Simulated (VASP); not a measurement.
# InP (F-43m) in VASP: notebook

InP is run at these levels: PBE, LDA, r2SCAN; tasks: single point.

Program: VASP 6.6.1. These are calculated values, not measurements. Logs are shortened: lines on timing, memory, paths and dates and some standing lists are left out, and cuts for length are marked.

### Step 1. The cell of the first run

It takes space group F-43m (No. 216, cubic). The conventional cell has a = 5.908 Å, b = 5.908 Å, c = 5.908 Å, α = 90.00°, β = 90.00°, γ = 90.00°. Within 3.4 Å of In (site symmetry -43m) lie 4 P at 2.56 Å. P (site symmetry -43m) has 4 In at 2.56 Å within 3.4 Å.

### Step 2. Single point, PBE

Contents of INCAR:

```
SYSTEM = InP
PREC     = Accurate       ! precision mode
ENCUT    = 500            ! plane-wave cutoff, eV
EDIFF    = 1E-6           ! SCF threshold, eV
ISMEAR   = -1             ! smearing method
SIGMA    = 0.01           ! smearing width, eV
LREAL    = .FALSE.        ! projectors in reciprocal space
LASPH    = .TRUE.         ! aspherical terms in the spheres
NELM     = 120            ! most SCF steps
ALGO     = Normal         ! electronic algorithm
ISIF     = 2              ! what is computed and relaxed
LWAVE    = .FALSE.        ! write WAVECAR
LCHARG   = .TRUE.         ! write CHGCAR
GGA      = PE             ! functional
LELF     = .TRUE.         ! ELF
LVHAR    = .TRUE.       
NBANDS   = 16             ! bands
GGA_COMPAT= .FALSE.
```

Contents of KPOINTS:

```
regular mesh
0
G
  6 6 6
  0 0 0
```

Contents of POSCAR:

```
InP
1.0
    0.0000000000      2.9541317328      2.9541317328
    2.9541317328      0.0000000000      2.9541317328
    2.9541317328      2.9541317328      0.0000000000
In P
1 1
Direct
    0.0000000000      0.0000000000      0.0000000000
    0.7500000006      0.7500000006      0.7500000006
```

Potentials or basis: VASP PAW PBE potentials, release 64 (In_d, P).

On the command line:

```console
$ cat potpaw_PBE.64/In_d/POTCAR potpaw_PBE.64/P/POTCAR > POTCAR
$ mpirun -np 1 vasp_std > vasp.out
```

OUTCAR:

```text
SYSTEM = InP
   PREC = Accurate
   ENCUT = 500
   EDIFF = 1E-6
   ISMEAR = -1
   LREAL = .FALSE.
   LASPH = .TRUE.
   NELM = 120
   ISIF = 2
   GGA = PE

 ion  position               nearest neighbor table
   1  0.000  0.000  0.000-   2 2.56   2 2.56   2 2.56   2 2.56
   2  0.750  0.750  0.750-   1 2.56   1 2.56   1 2.56   1 2.56

  LATTYP: Found a face centered cubic cell.
 ALAT       =     5.9082634656

  Lattice vectors:

 A1 = (   0.0000000000,   2.9541317328,   2.9541317328)
 A2 = (   2.9541317328,   0.0000000000,   2.9541317328)
 A3 = (   2.9541317328,   2.9541317328,   0.0000000000)

Analysis of symmetry for initial positions (statically):
=====================================================================
 Subroutine PRICEL returns:
 Original cell was already a primitive cell.

 Routine SETGRP: Setting up the symmetry group for a
 face centered cubic supercell.

 Subroutine GETGRP returns: Found 24 space group operations
 (whereof 24 operations were pure point group operations)
 out of a pool of 48 trial point group operations.

The static configuration has the point symmetry T_d .

Analysis of symmetry for dynamics (positions and initial velocities):
=====================================================================
 Subroutine PRICEL returns:
 Original cell was already a primitive cell.

 Routine SETGRP: Setting up the symmetry group for a
 face centered cubic supercell.

 Subroutine GETGRP returns: Found 24 space group operations
 (whereof 24 operations were pure point group operations)
 out of a pool of 48 trial point group operations.

The dynamic configuration has the point symmetry T_d .

 Subroutine INISYM returns: Found 24 space group operations
 (whereof 24 operations are pure point group operations),
 and found     1 'primitive' translations

----------------------------------------------------------------------------------------

                                     Primitive cell

  volume of cell :      51.5608

  direct lattice vectors                    reciprocal lattice vectors
     0.000000000  2.954131733  2.954131733    -0.169254470  0.169254470  0.169254470
     2.954131733  0.000000000  2.954131733     0.169254470 -0.169254470  0.169254470
     2.954131733  2.954131733  0.000000000     0.169254470  0.169254470 -0.169254470

  length of vectors
     4.177773162  4.177773162  4.177773162     0.293157341  0.293157341  0.293157341

  position of ions in fractional coordinates (direct lattice)
     0.000000000  0.000000000  0.000000000
     0.750000001  0.750000001  0.750000001

  ion indices of the primitive-cell ions
   primitive index   ion index
                 1           1
                 2           2

----------------------------------------------------------------------------------------

 KPOINTS: regular mesh

Automatic generation of k-mesh.
 Grid dimensions read from file:
 generate k-points for:    6    6    6

 Generating k-lattice:

  Cartesian coordinates                     Fractional coordinates (reciprocal lattice)
    -0.028209078  0.028209078  0.028209078     0.166666667  0.000000000  0.000000000
     0.028209078 -0.028209078  0.028209078     0.000000000  0.166666667  0.000000000
     0.028209078  0.028209078 -0.028209078     0.000000000  0.000000000  0.166666667

  Length of vectors
     0.048859557  0.048859557  0.048859557

  Shift w.r.t. Gamma in fractional coordinates (k-lattice)
     0.000000000  0.000000000  0.000000000

 Subroutine IBZKPT returns following result:
 ===========================================

 Found     16 irreducible k-points:

 Following reciprocal coordinates:
            Coordinates               Weight
  0.000000  0.000000  0.000000      1.000000
  0.166667  0.000000  0.000000      8.000000
  0.333333  0.000000  0.000000      8.000000
  0.500000  0.000000  0.000000      4.000000
  0.166667  0.166667  0.000000      6.000000
  0.333333  0.166667  0.000000     24.000000
[... 8 lines left out ...]
 -0.333333  0.333333  0.166667     24.000000
 -0.333333  0.500000  0.166667     12.000000
   k-points           NKPTS =     16   k-points in BZ     NKDIM =     16   number of bands    NBANDS=     16
   number of dos      NEDOS =    301   number of ions     NIONS =      2
   total plane-waves  NPLWV =  27000
   dimension x,y,z NGX =    30 NGY =   30 NGZ =   30
   dimension x,y,z NGXF=    60 NGYF=   60 NGZF=   60
   ions per type =               1   1
   NGX,Y,Z   is equivalent  to a cutoff of  11.94, 11.94, 11.94 a.u.
   NGXF,Y,Z  is equivalent  to a cutoff of  23.88, 23.88, 23.88 a.u.
 SYSTEM =  InP
   PREC   = accura    normal or accurate (medium, high low for compatibility)
   ISTART =      0    job   : 0-new  1-cont  2-samecut
   ICHARG =      2    charge: 1-file 2-atom 10-const
   ISPIN  =      1    spin polarized calculation?
   LNONCOLLINEAR =      F non collinear calculations
   LSORBIT =      F    spin-orbit coupling
   LASPH  =      T    aspherical Exc in radial PAW
   ENCUT  =  500.0 eV  36.75 Ry    6.06 a.u.   7.62  7.62  7.62*2*pi/ulx,y,z
   NELM   =    120;   NELMIN=  2; NELMDL= -5     # of ELM steps
   EDIFF  = 0.1E-05   stopping-criterion for ELM
   LREAL  =      F    real-space projection
   EDIFFG = 0.1E-04   stopping-criterion for IOM
   NSW    =      0    number of steps for IOM
   IBRION =     -1    ionic relax: 0-MD 1-quasi-New 2-CG
   NFREE  =      0    steps in history (QN), initial steepest desc. (CG)
   ISIF   =      2    stress and relaxation
   ISYM   =      2    0-nonsym 1-usesym 2-fastsym
   POTIM  = 0.5000    time-step for ionic-motion
   TEBEG  =    0.0;   TEEND  =   0.0 temperature during run
   PSTRESS=    0.0 pullay stress
   NELECT =      18.0000    total number of electrons
   NUPDOWN=      -1.0000    fix difference up-down
   EMIN   =  10.00;   EMAX   =-10.00  energy-range for DOS
   EFERMI =   0.00;   METHOD = LEGACY
   ISMEAR =    -1;   SIGMA  =   0.01  broadening in eV -4-tet -1-fermi 0-gaus
   EFERMI_NEDOS =   21; number of points for ismear=-14 and -15
   IALGO  =     38    algorithm
   IMIX   =      4    mixing-type and parameters
     AMIX     =   0.40;   BMIX     =  1.00
     AMIX_MAG =   1.60;   BMIX_MAG =  1.00
  volume/ion in A,a.u.               =      25.78       173.97
  Fermi-wavevector in a.u.,A,eV,Ry     =   1.152725  2.178335 18.079089  1.328776
  Thomas-Fermi vector in A             =   2.289374
   LORBIT       =      0    0 simple, 1 ext, 2 COOP (PROOUT), +10 PAW based schemes
   GGA     = PE    functional components
   LHFCALC =     F    Hartree Fock is set to
   AEXX    =    0.0000 exact exchange contribution
   IVDW    =     0    specifies the selected vdW correction
   LEPSILON=     F    determine dielectric tensor
   LRPA    =     F    only Hartree local field effects (RPA)
 non-spin polarized calculation
  energy-cutoff  :      500.00
  volume of cell :       51.56
 maximum number of plane-waves:      1363
   NGX = 15   NGY = 15   NGZ = 15

 number of electron      17.9999996 magnetization

 Free energy of the ion-electron system (eV)
  ---------------------------------------------------
  ext. energy  EPLUGINS =         0.00000000
  ---------------------------------------------------
  free energy    TOTEN  =        -8.38889807 eV

  energy without entropy =       -8.38889807  energy(sigma->0) =       -8.38889807

 E-fermi :   5.1885     XC(G=0):  -9.1740

 val. band max:        4.9348287619   @ k =   0.0000   0.0000   0.0000
 cond. band min:       5.5131545996   @ k =   0.0000   0.0000   0.0000
 fundamental gap:      0.5783258376
 Fermi energy:         5.1885219429

 k-point     1 :       0.0000    0.0000    0.0000
  band No.  band energies     occupation
      1      -9.2126      2.00000
      2      -9.2126      2.00000
      3      -9.2126      2.00000
      4      -9.0726      2.00000
      5      -9.0726      2.00000
      6      -6.4208      2.00000
[... 8 lines left out ...]
     15      14.3424      0.00000
     16      14.3424      0.00000

 k-point     2 :       0.1667    0.0000    0.0000
  band No.  band energies     occupation
      1      -9.2412      2.00000
      2      -9.2011      2.00000
      3      -9.2011      2.00000
      4      -9.0721      2.00000
      5      -9.0721      2.00000
      6      -6.1196      2.00000
[... 8 lines left out ...]
     15      13.5318      0.00000
     16      14.3359      0.00000

 k-point     3 :       0.3333    0.0000    0.0000
  band No.  band energies     occupation
      1      -9.2948      2.00000
      2      -9.1829      2.00000
      3      -9.1829      2.00000
      4      -9.0661      2.00000
      5      -9.0661      2.00000
      6      -5.3448      2.00000
[... 8 lines left out ...]
     15      13.9958      0.00000
     16      13.9958      0.00000

 k-point     4 :       0.5000    0.0000    0.0000
  band No.  band energies     occupation
      1      -9.3202      2.00000
      2      -9.1767      2.00000
      3      -9.1767      2.00000
      4      -9.0600      2.00000
      5      -9.0600      2.00000
      6      -4.7744      2.00000
[... 8 lines left out ...]
     15      15.5171      0.00000
     16      15.5171      0.00000
[... 172 lines left out ...]
 k-point    14 :       0.5000    0.3333    0.1667
  band No.  band energies     occupation
      1      -9.3331      2.00000
      2      -9.1624      2.00000
      3      -9.1454      2.00000
      4      -9.0900      2.00000
      5      -9.0556      2.00000
      6      -4.7419      2.00000
[... 8 lines left out ...]
     15      15.9283      0.00000
     16      16.5708      0.00000

 k-point    15 :      -0.3333    0.3333    0.1667
  band No.  band energies     occupation
      1      -9.3420      2.00000
      2      -9.1629      2.00000
      3      -9.1355      2.00000
      4      -9.0850      2.00000
      5      -9.0600      2.00000
      6      -4.2885      2.00000
[... 8 lines left out ...]
     15      15.9336      0.00000
     16      16.3989      0.00000

 k-point    16 :      -0.3333    0.5000    0.1667
  band No.  band energies     occupation
      1      -9.3602      2.00000
      2      -9.1461      2.00000
      3      -9.1235      2.00000
      4      -9.0982      2.00000
      5      -9.0523      2.00000
      6      -4.0943      2.00000
[... 8 lines left out ...]
     15      16.1015      0.00000
     16      16.7991      0.00000

------------------------ aborting loop because EDIFF is reached ----------------------------------------

  FORCE on cell =-STRESS in cart. coord.  units (eV):
  Direction    XX          YY          ZZ          XY          YZ          ZX
  --------------------------------------------------------------------------------------
  -------------------------------------------------------------------------------------
  Total        0.5059097      0.5059097      0.5059097      0.0000000      0.0000000      0.0000000
  in kB       15.7204161     15.7204161     15.7204161      0.0000000      0.0000000      0.0000000
  external PRESSURE =      15.7204161 kB  Pullay stress =       0.0000000 kB

 VOLUME and BASIS-vectors are now :
 -----------------------------------------------------------------------------
  energy-cutoff  :      500.00
  volume of cell :       51.56
      direct lattice vectors                 reciprocal lattice vectors
     0.000000000  2.954131733  2.954131733    -0.169254470  0.169254470  0.169254470
     2.954131733  0.000000000  2.954131733     0.169254470 -0.169254470  0.169254470
     2.954131733  2.954131733  0.000000000     0.169254470  0.169254470 -0.169254470

 POSITION                                       TOTAL-FORCE (eV/Angst)
 -----------------------------------------------------------------------------------
      0.00000      0.00000      0.00000        -0.000000     -0.000000     -0.000000
      4.43120      4.43120      4.43120         0.000000      0.000000      0.000000
 -----------------------------------------------------------------------------------
    total drift:                               -0.000001     -0.000001     -0.000001

  FREE ENERGIE OF THE ION-ELECTRON SYSTEM (eV)
  ---------------------------------------------------
  free  energy   TOTEN  =        -8.3888980736 eV

  energy  without entropy=       -8.3888980736  energy(sigma->0) =       -8.38889807
```

Run time: 9.8 s. Hardware: 1 thread of Intel Xeon Platinum 8559C (Emerald Rapids), shared host; peak memory 0.16 GiB.

What came out:

```yaml
Free_energy: -8.3889 eV
Pressure: 1.6 GPa
Band_gap_on_the_k_mesh: 0.58 eV
```

Levels at points of the mesh, in eV from the valence-band top:
| k point | band 7 | band 8 | band 9 | band 10 | band 11 | band 12 |
| --- | --- | --- | --- | --- | --- | --- |
| (0.00, 0.00, 0.00) | 0.00 | 0.00 | 0.00 | 0.58 | 4.09 | 4.09 |
| (0.50, 0.00, 0.00) | -5.61 | -0.94 | -0.94 | 1.44 | 4.80 | 4.80 |
| (0.50, 0.50, 0.00) | -5.65 | -2.24 | -2.24 | 1.80 | 2.27 | 9.06 |

Caveat: spin-orbit coupling is left out, which moves the levels of the heavy elements.

[end of part 1 of 3]
